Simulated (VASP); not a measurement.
# Si8PO16 (a cell with a defect) in VASP: single point with PBE+D3(BJ)

Aim: the single point of Si8PO16 (a cell with a defect) with PBE+D3(BJ).

Program: VASP 6.6.1. These are calculated values, not measurements. Logs are shortened: lines on timing, memory, paths and dates and some standing lists are left out, and cuts for length are marked.

### 1 The cell of the first run

The cell holds a defect, 25 atoms: a = 7.056 Å, b = 7.056 Å, c = 6.991 Å, α = 90.00°, β = 90.00°, γ = 90.00°.

### 2 Single point, PBE+D3(BJ), collinear spin

INCAR

```
  PREC = Accurate
  ENCUT = 520
  EDIFF = 1E-7
  ISMEAR = -1
  SIGMA = 0.05
  LREAL = Auto
  LASPH = True
  NELM = 150
  ALGO = Normal
  ISIF = 2
  LWAVE = False
  LCHARG = False
  ISPIN = 2
  MAGMOM = 0 0 0 0 0 0 0 0 0 0 0 0 0 0 0 0 0 0 0 0 0 0 0 0 1
  LORBIT = 11
  GGA = PE
  IVDW = 12
  NBANDS = 88
```

KPOINTS

```
Automatic mesh
0
Gamma
  1 1 1
```

POSCAR

```
Si8PO16
1.0
   -4.9890000000     -4.9890000000      0.0000000000
    4.9890000000     -4.9890000000      0.0000000000
    0.0000000000      0.0000000000      6.9910000000
Si O P
8 16 1
Direct
    0.2418567919      0.5001041353     -0.0001008424
    0.0010543186      0.2112714932      0.2150563691
    0.8189739336      0.5002715166      0.4999421491
    0.0012186429      0.7892029751      0.7848921008
    0.6697606325      0.0002490631     -0.0000176858
    0.4870624334      0.7129237424      0.2864738775
    0.2469307187      0.0001587105      0.4998655148
    0.4870551161      0.2873602878      0.7132549093
    0.3642041134      0.5390436777      0.1947319685
    0.9613938811      0.3737443587      0.3728940075
    0.6859623097      0.3579008434      0.6215632828
    0.1194678402      0.6936625767      0.9613540907
    0.9613699465      0.6267931162      0.6270358746
    0.6859515101      0.6426178722      0.3783661606
    0.1193376693      0.3066527419      0.0385293378
    0.3640342860      0.4611323298      0.8049744117
    0.8025152109      0.1163620046      0.1479344841
    0.3726571824      0.8112723510      0.4613207132
    0.1216166843      0.9613801682      0.6904968168
    0.5275941630      0.1337753544      0.8799155480
    0.3728581810      0.1889510170      0.5383088728
    0.1213658133      0.0390266054      0.3094380854
    0.5275729164      0.8665401163      0.1198218949
    0.8028431353      0.8842840665      0.8522168499
    0.7451440694      0.5002754759      0.9998081084
```

Potentials or basis: VASP PAW PBE potentials, release 64 (Si, O, P).

Started as:

```
> cat potpaw_PBE.64/Si/POTCAR potpaw_PBE.64/O/POTCAR potpaw_PBE.64/P/POTCAR > POTCAR
> mpirun -np 1 vasp_gam > vasp.out
```

OUTCAR:

```text
PREC = Accurate
   ENCUT = 520
   EDIFF = 1E-7
   ISMEAR = -1
   LREAL = Auto
   LASPH = True
   NELM = 150
   ISIF = 2
   ISPIN = 2
   LORBIT = 11
   GGA = PE
   IVDW = 12
 IVDW          = 12

 ion  position               nearest neighbor table
   1  0.242  0.500  1.000-  16 1.64   9 1.64  15 1.64  12 1.64   6 3.04   8 3.04   2 3.05   4 3.05

   2  0.001  0.211  0.215-  10 1.62  17 1.62  22 1.62  15 1.63   7 3.03   1 3.05   3 3.13
   3  0.819  0.500  0.500-  10 1.61  13 1.61  14 1.62  11 1.62   2 3.13   4 3.13
   4  0.001  0.789  0.785-  13 1.62  24 1.62  19 1.62  12 1.63   7 3.03   1 3.05   3 3.13
   5  0.670  0.000  1.000-  20 1.61  23 1.61  24 1.62  17 1.62   6 3.13   8 3.13
   6  0.487  0.713  0.286-  23 1.62  18 1.62  14 1.62   9 1.63   7 3.03   1 3.04   5 3.13
   7  0.247  0.000  0.500-  22 1.62  19 1.62  18 1.62  21 1.62   4 3.03   2 3.03   8 3.03   6 3.03

   8  0.487  0.287  0.713-  20 1.62  21 1.62  11 1.62  16 1.63   7 3.03   1 3.04   5 3.13
   9  0.364  0.539  0.195-   6 1.63   1 1.64
  10  0.961  0.374  0.373-   3 1.61   2 1.62
  11  0.686  0.358  0.622-   3 1.62   8 1.62
  12  0.119  0.694  0.961-   4 1.63   1 1.64
  13  0.961  0.627  0.627-   3 1.61   4 1.62
  14  0.686  0.643  0.378-   3 1.62   6 1.62
[... 8 lines left out ...]
  23  0.528  0.867  0.120-   5 1.61   6 1.62
  24  0.803  0.884  0.852-   5 1.62   4 1.62
  25  0.745  0.500  1.000-

  LATTYP: Found a simple tetragonal cell.
 ALAT       =     7.0555114627
 C/A-ratio  =     0.9908565859

  Lattice vectors:

 A1 = (  -4.9890000000,  -4.9890000000,   0.0000000000)
 A2 = (   4.9890000000,  -4.9890000000,   0.0000000000)
 A3 = (   0.0000000000,   0.0000000000,   6.9910000000)

Analysis of symmetry for initial positions (statically):
=====================================================================
 Subroutine PRICEL returns:
 Original cell was already a primitive cell.

 Routine SETGRP: Setting up the symmetry group for a
 simple tetragonal supercell.

 Subroutine GETGRP returns: Found  1 space group operations
 (whereof  1 operations were pure point group operations)
 out of a pool of 16 trial point group operations.

The static configuration has the point symmetry C_1 .

Analysis of symmetry for dynamics (positions and initial velocities):
=====================================================================
 Subroutine PRICEL returns:
 Original cell was already a primitive cell.

 Routine SETGRP: Setting up the symmetry group for a
 simple tetragonal supercell.

 Subroutine GETGRP returns: Found  1 space group operations
 (whereof  1 operations were pure point group operations)
 out of a pool of 16 trial point group operations.

The dynamic configuration has the point symmetry C_1 .

Analysis of structural, dynamic, and magnetic symmetry:
=====================================================================
 Subroutine PRICEL returns:
 Original cell was already a primitive cell.

 Routine SETGRP: Setting up the symmetry group for a
 simple tetragonal supercell.

 Subroutine GETGRP returns: Found  1 space group operations
 (whereof  1 operations were pure point group operations)
 out of a pool of 16 trial point group operations.

The overall configuration has the point symmetry C_1 .

 Subroutine INISYM returns: Found  1 space group operations
 (whereof  1 operations are pure point group operations),
 and found     1 'primitive' translations

----------------------------------------------------------------------------------------

                                     Primitive cell

  volume of cell :     348.0137

  direct lattice vectors                    reciprocal lattice vectors
    -4.989000000 -4.989000000  0.000000000    -0.100220485 -0.100220485  0.000000000
     4.989000000 -4.989000000  0.000000000     0.100220485 -0.100220485  0.000000000
     0.000000000  0.000000000  6.991000000     0.000000000  0.000000000  0.143041053

  length of vectors
     7.055511463  7.055511463  6.991000000     0.141733169  0.141733169  0.143041053

  position of ions in fractional coordinates (direct lattice)
     0.241856792  0.500104135  0.999899158
     0.001054319  0.211271493  0.215056369
     0.818973934  0.500271517  0.499942149
     0.001218643  0.789202975  0.784892101
     0.669760633  0.000249063  0.999982314
     0.487062433  0.712923742  0.286473878
[... 17 lines left out ...]
     0.802843135  0.884284067  0.852216850
     0.745144069  0.500275476  0.999808108

  ion indices of the primitive-cell ions
   primitive index   ion index
                 1           1
                 2           2
                 3           3
                 4           4
                 5           5
                 6           6
[... 17 lines left out ...]
                24          24
                25          25

----------------------------------------------------------------------------------------

 KPOINTS: Automatic mesh

Automatic generation of k-mesh.
 Grid dimensions read from file:
 generate k-points for:    1    1    1

 Generating k-lattice:

  Cartesian coordinates                     Fractional coordinates (reciprocal lattice)
    -0.100220485 -0.100220485  0.000000000     1.000000000  0.000000000  0.000000000
     0.100220485 -0.100220485  0.000000000     0.000000000  1.000000000  0.000000000
     0.000000000  0.000000000  0.143041053     0.000000000  0.000000000  1.000000000

  Length of vectors
     0.141733169  0.141733169  0.143041053

  Shift w.r.t. Gamma in fractional coordinates (k-lattice)
     0.000000000  0.000000000  0.000000000

 Subroutine IBZKPT returns following result:
 ===========================================

 Found      1 irreducible k-points:

 Following reciprocal coordinates:
            Coordinates               Weight
  0.000000  0.000000  0.000000      1.000000
   k-points           NKPTS =      1   k-points in BZ     NKDIM =      1   number of bands    NBANDS=     88
   number of dos      NEDOS =    301   number of ions     NIONS =     25
   total plane-waves  NPLWV = 157464
   dimension x,y,z NGX =    54 NGY =   54 NGZ =   54
   dimension x,y,z NGXF=   108 NGYF=  108 NGZF=  108
   ions per type =               8  16   1
   NGX,Y,Z   is equivalent  to a cutoff of  12.72, 12.72, 12.84 a.u.
   NGXF,Y,Z  is equivalent  to a cutoff of  25.45, 25.45, 25.68 a.u.
 SYSTEM =  unknown system
   PREC   = accura    normal or accurate (medium, high low for compatibility)
   ISTART =      0    job   : 0-new  1-cont  2-samecut
   ICHARG =      2    charge: 1-file 2-atom 10-const
   ISPIN  =      2    spin polarized calculation?
   LNONCOLLINEAR =      F non collinear calculations
   LSORBIT =      F    spin-orbit coupling
   LASPH  =      T    aspherical Exc in radial PAW
   ENCUT  =  520.0 eV  38.22 Ry    6.18 a.u.  13.12 13.12 13.00*2*pi/ulx,y,z
   NELM   =    150;   NELMIN=  2; NELMDL= -5     # of ELM steps
   EDIFF  = 0.1E-06   stopping-criterion for ELM
   LREAL  =      T    real-space projection
   EDIFFG = 0.1E-05   stopping-criterion for IOM
   NSW    =      0    number of steps for IOM
   IBRION =     -1    ionic relax: 0-MD 1-quasi-New 2-CG
   NFREE  =      0    steps in history (QN), initial steepest desc. (CG)
   ISIF   =      2    stress and relaxation
   ISYM   =      2    0-nonsym 1-usesym 2-fastsym
   POTIM  = 0.5000    time-step for ionic-motion
   TEBEG  =    0.0;   TEEND  =   0.0 temperature during run
   PSTRESS=    0.0 pullay stress
   NELECT =     133.0000    total number of electrons
   NUPDOWN=      -1.0000    fix difference up-down
   EMIN   =  10.00;   EMAX   =-10.00  energy-range for DOS
   EFERMI =   0.00;   METHOD = LEGACY
   ISMEAR =    -1;   SIGMA  =   0.05  broadening in eV -4-tet -1-fermi 0-gaus
   EFERMI_NEDOS =   21; number of points for ismear=-14 and -15
   IALGO  =     38    algorithm
   IMIX   =      4    mixing-type and parameters
     AMIX     =   0.40;   BMIX     =  1.00
     AMIX_MAG =   1.60;   BMIX_MAG =  1.00
  volume/ion in A,a.u.               =      13.92        93.94
  Fermi-wavevector in a.u.,A,eV,Ry     =   1.188028  2.245047 19.203400  1.411410
  Thomas-Fermi vector in A             =   2.324166
   LORBIT       =     11    0 simple, 1 ext, 2 COOP (PROOUT), +10 PAW based schemes
   GGA     = PE    functional components
   LHFCALC =     F    Hartree Fock is set to
   AEXX    =    0.0000 exact exchange contribution
   IVDW    =    12    specifies the selected vdW correction
   LEPSILON=     F    determine dielectric tensor
   LRPA    =     F    only Hartree local field effects (RPA)
 spin polarized calculation
  energy-cutoff  :      520.00
  volume of cell :      348.01
 maximum number of plane-waves:      4677
 NGX is ok and might be reduce to    54
   NGX = 27   NGY = 27   NGZ = 25

 number of electron     133.0000021 magnetization       3.0001883

 Free energy of the ion-electron system (eV)
  ---------------------------------------------------
  ext. energy  EPLUGINS =         0.00000000
  ---------------------------------------------------
  free energy    TOTEN  =      -189.85372071 eV

  energy without entropy =     -189.85372070  energy(sigma->0) =     -189.85372070

 E-fermi :   3.9961     XC(G=0):  -8.7697

 val. band max:        3.0007403942   @ k =   0.0000   0.0000   0.0000
 cond. band min:       4.9980921573   @ k =   0.0000   0.0000   0.0000
 fundamental gap:      1.9973517631
 Fermi energy:         3.9960869039

 spin component 1

 k-point     1 :       0.0000    0.0000    0.0000
  band No.  band energies     occupation
      1     -18.7946      1.00000
      2     -17.9299      1.00000
      3     -17.8742      1.00000
      4     -17.8670      1.00000
      5     -17.8616      1.00000
      6     -17.8609      1.00000
[... 70 lines left out ...]
     77       9.9465      0.00000
     78       9.9727      0.00000
 Fermi energy:         3.9960869039

 spin component 2

 k-point     1 :       0.0000    0.0000    0.0000
  band No.  band energies     occupation
      1     -18.7643      1.00000
      2     -17.8920      1.00000
      3     -17.8437      1.00000
      4     -17.8369      1.00000
      5     -17.8324      1.00000
      6     -17.8216      1.00000
[... 70 lines left out ...]
     77      10.0354      0.00000
     78      10.0792      0.00000
 [bands above 78 left out]

------------------------ aborting loop because EDIFF is reached ----------------------------------------

 Edisp (eV)   -3.46630

 E8    (eV) :    -1.1789

  FORCE on cell =-STRESS in cart. coord.  units (eV):
  Direction    XX          YY          ZZ          XY          YZ          ZX
  --------------------------------------------------------------------------------------
  -------------------------------------------------------------------------------------
  Total       5.01899     4.99238     6.07483     0.23179    -0.20412     0.20443
  in kB      23.10629    22.98378    27.96718     1.06710    -0.93971     0.94114
  external pressure =       24.69 kB  Pullay stress =        0.00 kB

 VOLUME and BASIS-vectors are now :
 -----------------------------------------------------------------------------
  energy-cutoff  :      520.00
  volume of cell :      348.01
      direct lattice vectors                 reciprocal lattice vectors
    -4.989000000 -4.989000000  0.000000000    -0.100220485 -0.100220485  0.000000000
     4.989000000 -4.989000000  0.000000000     0.100220485 -0.100220485  0.000000000
     0.000000000  0.000000000  6.991000000     0.000000000  0.000000000  0.143041053

 POSITION                                       TOTAL-FORCE (eV/Angst)
 -----------------------------------------------------------------------------------
      1.28840     -3.70164      6.99030         0.036040      0.032054      0.000090
      1.04877     -1.05929      1.50346         0.027741      0.029851     -0.045201
     -1.59001     -6.58172      3.49510        -0.024847     -0.020469      0.004462
      3.93125     -3.94341      5.48718         0.028570      0.027289      0.047424
     -3.34019     -3.34268      6.99088         0.011139      0.014158     -0.002282
      1.12682     -5.98673      2.00274        -0.068909     -0.049371     -0.039544
[... 17 lines left out ...]
      0.40631     -8.41708      5.95785        -0.009794      0.007590      0.013491
     -1.22165     -6.21340      6.98966         0.006628      0.007587      0.002054
 -----------------------------------------------------------------------------------
    total drift:                               -0.001153      0.003976      0.000792

  FREE ENERGIE OF THE ION-ELECTRON SYSTEM (eV)
  ---------------------------------------------------
  free  energy   TOTEN  =      -193.3200169110 eV

  energy  without entropy=     -193.3200169051  energy(sigma->0) =     -193.32001691

 total charge

# of ion       s       p       d       tot
------------------------------------------
    1        0.638   0.964   0.000   1.603
    2        0.641   0.986   0.000   1.626
    3        0.639   0.999   0.000   1.638
    4        0.641   0.986   0.000   1.626
    5        0.638   0.997   0.000   1.635
    6        0.641   0.987   0.000   1.628
[... 17 lines left out ...]
   24        1.548   3.700   0.000   5.247
   25        1.155   1.263   0.000   2.418
--------------------------------------------------
tot         31.069  68.242   0.000  99.311

 magnetization (x)

# of ion       s       p       d       tot
------------------------------------------
    1       -0.000   0.001   0.000   0.001
    2       -0.000  -0.001   0.000  -0.002
    3       -0.000   0.002   0.000   0.002
    4       -0.000  -0.001   0.000  -0.002
    5       -0.000   0.002   0.000   0.001
    6       -0.000  -0.001   0.000  -0.002
[... 17 lines left out ...]
   24        0.002   0.030   0.000   0.032
   25        0.025   1.178   0.000   1.204
--------------------------------------------------
tot          0.039   1.474   0.000   1.513
```

Wall time 89 s (1 thread of AMD EPYC 7R13 (Zen 3), shared host); peak memory 0.45 GiB.

Results:

| Item | Value |
| --- | --- |
| Free energy | -193.3200 eV |
| Pressure | 2.5 GPa |
| Largest force | 0.097 eV/Å |
| Net moment | 3.00 μB per cell |
| Site moments | Si +0.00, -0.00 (each value once); O +0.03, +0.02, +0.04, +0.00 (each value once); P +1.20 μB |
| Valence electrons inside the program's atomic spheres | Si 1.60, 1.63, 1.64 (each value once); O 5.22, 5.26, 5.25, 5.24 (each value once); P 2.42 |
| Dispersion energy per atom | -0.139 eV |

Forces on the atoms (eV/Å):
```
Si   0.036  0.032  0.000
Si   0.028  0.030 -0.045
Si  -0.025 -0.020  0.004
Si   0.029  0.027  0.047
Si   0.011  0.014 -0.002
Si  -0.069 -0.049 -0.040
Si  -0.012 -0.012  0.003
Si  -0.050 -0.075  0.038
O   -0.011  0.006 -0.002
O   -0.030  0.014 -0.052
O    0.019  0.029 -0.010
O   -0.027 -0.007  0.004
O    0.015 -0.029  0.048
O    0.030  0.017  0.006
O   -0.006 -0.026 -0.002
O    0.004 -0.011  0.002
O    0.010 -0.011 -0.012
O    0.041  0.005  0.022
O   -0.001 -0.006 -0.010
O    0.009  0.006 -0.044
O    0.005  0.043 -0.024
O   -0.007 -0.001  0.008
O    0.006  0.010  0.045
O   -0.010  0.008  0.013
P    0.007  0.008  0.002
```

Caveat: the k points lie up to 0.90 Å⁻¹ apart, too coarse for converged energies, forces and pressures.
